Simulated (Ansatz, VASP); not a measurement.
# Cu in VASP and in Ansatz

```
Cu
1.0
     1.19960   -4.25696   -0.29459
     1.19960    4.25696   -0.29459
    -0.81118    0.00000    2.57612
Cu
2
Direct
  0.87645 0.12355 0.25000
  0.12355 0.87645 0.75000
```

Alike in both runs: functional PBE; k mesh 8 × 8 × 6; occupations gaussian, width 0.1 eV; no spin polarisation.

Ansatz relaxed the structure, and its values are those at the end. VASP's run is a single point on that final structure, the one shown.

```csv
,VASP,Ansatz
version,VASP 6.6.1,Ansatz 0.2.0
potentials or method,"VASP PAW PBE potentials, release 64 (Cu), cutoff 520 eV","scalar-relativistic, plane waves, PAW"
valence electrons in the cell,22,38
```

```csv
,VASP,Ansatz,Ansatz less VASP
gap on the k mesh at the Fermi level (eV),none,none,-
pressure (GPa),0.6,0.0,-0.51
```

A gap of «none» marks a metal or a gap that the smearing closes. VASP's potentials hold 22 valence electrons a cell and Ansatz's 38, so a difference there can come from the potentials and not from the codes.

The k mesh is coarse, so the values compare programs but aren't converged.
